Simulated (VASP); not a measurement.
# Dy2Ti (Fm-3m) in VASP: further runs

Dy2Ti is run at these levels: PBE; tasks: single point, relaxation of cell and atoms.

Everything below comes from runs of VASP 6.6.1. Logs are shortened: lines on timing, memory, paths and dates and some standing lists are left out, and cuts for length are marked.

### 1 The cell of the first run

The structure is cubic, space group Fm-3m (No. 225). Conventional cell: a = 7.131 Å, b = 7.131 Å, c = 7.131 Å, α = 90.00°, β = 90.00°, γ = 90.00°. Within 4.1 Å of Dy (site symmetry -43m) lie 4 Ti at 3.09 Å and 6 Dy at 3.57 Å. Within 4.1 Å of Ti (site symmetry m-3m) lie 8 Dy at 3.09 Å.

The cell was generated, and may not be a known phase.

### 2 Single point, PBE

INCAR reads:

```
PREC = Accurate
ENCUT = 500
EDIFF = 1E-6
ISMEAR = 0
SIGMA = 0.2
LREAL = False
LASPH = True
NELM = 200
ALGO = Normal
ISIF = 2
LWAVE = False
LCHARG = True
GGA = PE
LELF = True
LVHAR = True
NBANDS = 22
GGA_COMPAT = False
LMAXMIX = 6
```

KPOINTS reads:

```
regular mesh
0
Gamma
  5 5 5
```

POSCAR reads:

```
Dy2Ti
1.0
    0.0000000000      3.5654065029      3.5654065029
    3.5654065029      0.0000000000      3.5654065029
    3.5654065029      3.5654065029      0.0000000000
Dy Ti
2 1
Direct
    0.7500000000      0.7500000000      0.7500000000
    0.2500000000      0.2500000000      0.2500000000
    0.5000000000      0.5000000000      0.5000000000
```

Potentials or basis: VASP PAW PBE potentials, release 64 (Dy_3, Ti_sv), 4f in core.

Launch:

```
cat potpaw_PBE.64/Dy_3/POTCAR potpaw_PBE.64/Ti_sv/POTCAR > POTCAR
mpirun -np 1 vasp_std > vasp.out
```

OUTCAR:

```text
PREC = Accurate
   ENCUT = 500
   EDIFF = 1E-6
   ISMEAR = 0
   LREAL = False
   LASPH = True
   NELM = 200
   ISIF = 2
   GGA = PE

 ion  position               nearest neighbor table
   1  0.750  0.750  0.750-   3 3.09   3 3.09   3 3.09   3 3.09   2 3.57   2 3.57   2 3.57   2 3.57
                             2 3.57   2 3.57
   2  0.250  0.250  0.250-   3 3.09   3 3.09   3 3.09   3 3.09   1 3.57   1 3.57   1 3.57   1 3.57
                             1 3.57   1 3.57
   3  0.500  0.500  0.500-   2 3.09   2 3.09   2 3.09   1 3.09   2 3.09   1 3.09   1 3.09   1 3.09

  LATTYP: Found a face centered cubic cell.
 ALAT       =     7.1308130058

  Lattice vectors:

 A1 = (   0.0000000000,   3.5654065029,   3.5654065029)
 A2 = (   3.5654065029,   0.0000000000,   3.5654065029)
 A3 = (   3.5654065029,   3.5654065029,   0.0000000000)

Analysis of symmetry for initial positions (statically):
=====================================================================
 Subroutine PRICEL returns:
 Original cell was already a primitive cell.

 Routine SETGRP: Setting up the symmetry group for a
 face centered cubic supercell.

 Subroutine GETGRP returns: Found 48 space group operations
 (whereof 48 operations were pure point group operations)
 out of a pool of 48 trial point group operations.

The static configuration has the point symmetry O_h .

Analysis of symmetry for dynamics (positions and initial velocities):
=====================================================================
 Subroutine PRICEL returns:
 Original cell was already a primitive cell.

 Routine SETGRP: Setting up the symmetry group for a
 face centered cubic supercell.

 Subroutine GETGRP returns: Found 48 space group operations
 (whereof 48 operations were pure point group operations)
 out of a pool of 48 trial point group operations.

The dynamic configuration has the point symmetry O_h .

 Subroutine INISYM returns: Found 48 space group operations
 (whereof 48 operations are pure point group operations),
 and found     1 'primitive' translations

----------------------------------------------------------------------------------------

                                     Primitive cell

  volume of cell :      90.6478

  direct lattice vectors                    reciprocal lattice vectors
     0.000000000  3.565406503  3.565406503    -0.140236464  0.140236464  0.140236464
     3.565406503  0.000000000  3.565406503     0.140236464 -0.140236464  0.140236464
     3.565406503  3.565406503  0.000000000     0.140236464  0.140236464 -0.140236464

  length of vectors
     5.042246232  5.042246232  5.042246232     0.242896680  0.242896680  0.242896680

  position of ions in fractional coordinates (direct lattice)
     0.750000000  0.750000000  0.750000000
     0.250000000  0.250000000  0.250000000
     0.500000000  0.500000000  0.500000000

  ion indices of the primitive-cell ions
   primitive index   ion index
                 1           1
                 2           2
                 3           3

----------------------------------------------------------------------------------------

 KPOINTS: regular mesh

Automatic generation of k-mesh.
 Grid dimensions read from file:
 generate k-points for:    5    5    5

 Generating k-lattice:

  Cartesian coordinates                     Fractional coordinates (reciprocal lattice)
    -0.028047293  0.028047293  0.028047293     0.200000000  0.000000000  0.000000000
     0.028047293 -0.028047293  0.028047293     0.000000000  0.200000000  0.000000000
     0.028047293  0.028047293 -0.028047293     0.000000000  0.000000000  0.200000000

  Length of vectors
     0.048579336  0.048579336  0.048579336

  Shift w.r.t. Gamma in fractional coordinates (k-lattice)
     0.000000000  0.000000000  0.000000000

 Subroutine IBZKPT returns following result:
 ===========================================

 Found     10 irreducible k-points:

 Following reciprocal coordinates:
            Coordinates               Weight
  0.000000  0.000000  0.000000      1.000000
  0.200000  0.000000  0.000000      8.000000
  0.400000  0.000000  0.000000      8.000000
  0.200000  0.200000  0.000000      6.000000
  0.400000  0.200000  0.000000     24.000000
 -0.400000  0.200000  0.000000     24.000000
 -0.200000  0.200000  0.000000     12.000000
  0.400000  0.400000  0.000000      6.000000
 -0.400000  0.400000  0.000000     12.000000
 -0.400000  0.400000  0.200000     24.000000
   k-points           NKPTS =     10   k-points in BZ     NKDIM =     10   number of bands    NBANDS=     22
   number of dos      NEDOS =    301   number of ions     NIONS =      3
   total plane-waves  NPLWV =  64000
   dimension x,y,z NGX =    40 NGY =   40 NGZ =   40
   dimension x,y,z NGXF=    80 NGYF=   80 NGZF=   80
   ions per type =               2   1
   NGX,Y,Z   is equivalent  to a cutoff of  13.19, 13.19, 13.19 a.u.
   NGXF,Y,Z  is equivalent  to a cutoff of  26.38, 26.38, 26.38 a.u.
 SYSTEM =  unknown system
   PREC   = accura    normal or accurate (medium, high low for compatibility)
   ISTART =      0    job   : 0-new  1-cont  2-samecut
   ICHARG =      2    charge: 1-file 2-atom 10-const
   ISPIN  =      1    spin polarized calculation?
   LNONCOLLINEAR =      F non collinear calculations
   LSORBIT =      F    spin-orbit coupling
   LASPH  =      T    aspherical Exc in radial PAW
   ENCUT  =  500.0 eV  36.75 Ry    6.06 a.u.   9.19  9.19  9.19*2*pi/ulx,y,z
   NELM   =    200;   NELMIN=  2; NELMDL= -5     # of ELM steps
   EDIFF  = 0.1E-05   stopping-criterion for ELM
   LREAL  =      F    real-space projection
   EDIFFG = 0.1E-04   stopping-criterion for IOM
   NSW    =      0    number of steps for IOM
   IBRION =     -1    ionic relax: 0-MD 1-quasi-New 2-CG
   NFREE  =      0    steps in history (QN), initial steepest desc. (CG)
   ISIF   =      2    stress and relaxation
   ISYM   =      2    0-nonsym 1-usesym 2-fastsym
   POTIM  = 0.5000    time-step for ionic-motion
   TEBEG  =    0.0;   TEEND  =   0.0 temperature during run
   PSTRESS=    0.0 pullay stress
   NELECT =      30.0000    total number of electrons
   NUPDOWN=      -1.0000    fix difference up-down
   EMIN   =  10.00;   EMAX   =-10.00  energy-range for DOS
   EFERMI =   0.00;   METHOD = LEGACY
   ISMEAR =     0;   SIGMA  =   0.20  broadening in eV -4-tet -1-fermi 0-gaus
   EFERMI_NEDOS =   21; number of points for ismear=-14 and -15
   IALGO  =     38    algorithm
   IMIX   =      4    mixing-type and parameters
     AMIX     =   0.40;   BMIX     =  1.00
     AMIX_MAG =   1.60;   BMIX_MAG =  1.00
  volume/ion in A,a.u.               =      30.22       203.91
  Fermi-wavevector in a.u.,A,eV,Ry     =   1.132390  2.139908 17.446861  1.282308
  Thomas-Fermi vector in A             =   2.269091
   LORBIT       =      0    0 simple, 1 ext, 2 COOP (PROOUT), +10 PAW based schemes
   GGA     = PE    functional components
   LHFCALC =     F    Hartree Fock is set to
   AEXX    =    0.0000 exact exchange contribution
   IVDW    =     0    specifies the selected vdW correction
   LEPSILON=     F    determine dielectric tensor
   LRPA    =     F    only Hartree local field effects (RPA)
 non-spin polarized calculation
 Gauss-broadening in eV      SIGMA  =   0.20
  energy-cutoff  :      500.00
  volume of cell :       90.65
 maximum number of plane-waves:      2313
 NGX is ok and might be reduce to    40
   NGX = 19   NGY = 19   NGZ = 19

 number of electron      30.0000002 magnetization

 Free energy of the ion-electron system (eV)
  ---------------------------------------------------
  ext. energy  EPLUGINS =         0.00000000
  ---------------------------------------------------
  free energy    TOTEN  =       -14.64141943 eV

  energy without entropy =      -14.48961100  energy(sigma->0) =      -14.56551521

 E-fermi :   3.2510     XC(G=0):  -9.6089

 val. band max:        3.1983392472   @ k =   0.2000   0.2000   0.0000
 cond. band min:       3.2769318702   @ k =  -0.4000   0.4000   0.0000
 fundamental gap:      0.0785926230
 Fermi energy:         3.2510274544

 k-point     1 :       0.0000    0.0000    0.0000
  band No.  band energies     occupation
      1     -53.4598      2.00000
      2     -29.7383      2.00000
      3     -29.7383      2.00000
      4     -29.7383      2.00000
      5     -19.9667      2.00000
      6     -19.9667      2.00000
[... 14 lines left out ...]
     21       6.1371      0.00000
     22       8.5092      0.00000

 k-point     2 :       0.2000    0.0000    0.0000
  band No.  band energies     occupation
      1     -53.4598      2.00000
      2     -29.7386      2.00000
      3     -29.7386      2.00000
      4     -29.7383      2.00000
      5     -19.9415      2.00000
      6     -19.9412      2.00000
[... 14 lines left out ...]
     21       6.0888      0.00000
     22       7.2771      0.00000

 k-point     3 :       0.4000    0.0000    0.0000
  band No.  band energies     occupation
      1     -53.4598      2.00000
      2     -29.7392      2.00000
      3     -29.7392      2.00000
      4     -29.7383      2.00000
      5     -19.8813      2.00000
      6     -19.8737      2.00000
[... 14 lines left out ...]
     21       5.9200      0.00000
     22       5.9200      0.00000

 k-point     4 :       0.2000    0.2000    0.0000
  band No.  band energies     occupation
      1     -53.4598      2.00000
      2     -29.7390      2.00000
      3     -29.7390      2.00000
      4     -29.7377      2.00000
      5     -19.9761      2.00000
      6     -19.9761      2.00000
[... 14 lines left out ...]
     21       6.3103      0.00000
     22       7.1871      0.00000

 k-point     5 :       0.4000    0.2000    0.0000
  band No.  band energies     occupation
      1     -53.4599      2.00000
      2     -29.7396      2.00000
      3     -29.7394      2.00000
      4     -29.7377      2.00000
      5     -19.9603      2.00000
      6     -19.9562      2.00000
[... 67 lines left out ...]
 k-point     8 :       0.4000    0.4000    0.0000
  band No.  band energies     occupation
      1     -53.4599      2.00000
      2     -29.7402      2.00000
      3     -29.7402      2.00000
      4     -29.7367      2.00000
      5     -20.0185      2.00000
      6     -19.9910      2.00000
[... 14 lines left out ...]
     21       6.1677      0.00000
     22       6.2628      0.00000

 k-point     9 :      -0.4000    0.4000    0.0000
  band No.  band energies     occupation
      1     -53.4599      2.00000
      2     -29.7402      2.00000
      3     -29.7400      2.00000
      4     -29.7372      2.00000
      5     -20.0416      2.00000
      6     -19.9712      2.00000
[... 14 lines left out ...]
     21       5.6102      0.00000
     22       6.1119      0.00000

 k-point    10 :      -0.4000    0.4000    0.2000
  band No.  band energies     occupation
      1     -53.4598      2.00000
      2     -29.7402      2.00000
      3     -29.7391      2.00000
      4     -29.7380      2.00000
      5     -20.0131      2.00000
      6     -19.9967      2.00000
[... 14 lines left out ...]
     21       5.4954      0.00000
     22       5.7119      0.00000

------------------------ aborting loop because EDIFF is reached ----------------------------------------

  FORCE on cell =-STRESS in cart. coord.  units (eV):
  Direction    XX          YY          ZZ          XY          YZ          ZX
  --------------------------------------------------------------------------------------
  -------------------------------------------------------------------------------------
  Total        0.2310941      0.2310941      0.2310941     -0.0000000     -0.0000000     -0.0000000
  in kB        4.0845318      4.0845318      4.0845318     -0.0000000     -0.0000000     -0.0000000
  external PRESSURE =       4.0845318 kB  Pullay stress =       0.0000000 kB

 VOLUME and BASIS-vectors are now :
 -----------------------------------------------------------------------------
  energy-cutoff  :      500.00
  volume of cell :       90.65
      direct lattice vectors                 reciprocal lattice vectors
     0.000000000  3.565406503  3.565406503    -0.140236464  0.140236464  0.140236464
     3.565406503  0.000000000  3.565406503     0.140236464 -0.140236464  0.140236464
     3.565406503  3.565406503  0.000000000     0.140236464  0.140236464 -0.140236464

 POSITION                                       TOTAL-FORCE (eV/Angst)
 -----------------------------------------------------------------------------------
      5.34811      5.34811      5.34811         0.000000      0.000000      0.000000
      1.78270      1.78270      1.78270        -0.000000     -0.000000     -0.000000
      3.56541      3.56541      3.56541         0.000000      0.000000     -0.000000
 -----------------------------------------------------------------------------------
    total drift:                               -0.000000     -0.000000      0.000000

  FREE ENERGIE OF THE ION-ELECTRON SYSTEM (eV)
  ---------------------------------------------------
  free  energy   TOTEN  =       -14.6414194283 eV

  energy  without entropy=      -14.4896109952  energy(sigma->0) =      -14.56551521
```

It took 73 s on 1 thread of Intel Xeon 8259CL, shared host; peak memory 0.24 GiB.

Results:

```
Free energy            : -14.6414 eV
Pressure               : 0.4 GPa
Band gap on the k mesh : zero (bands 15 and 16 overlap by 0.54 eV)
```

Levels at points of the mesh, in eV from the Fermi level:
```tsv
k point	band 11	band 12	band 13	band 14	band 15	band 16	band 17	band 18	band 19	band 20
(0.00, 0.00, 0.00)	-4.83	-1.10	-1.10	-0.34	-0.34	-0.34	0.45	0.45	0.45	2.89
```

Caveat: spin-orbit coupling is left out, which moves the levels of the heavy elements; the 4f electrons are frozen in the core, so they carry no moment and show no levels. Spin polarisation is off, so any magnetic state and its effect on volume and gap are missing.

(Part 1 of 2 ends here.)

The gap in the log of VASP goes by the Fermi energy; the results here count the filled bands.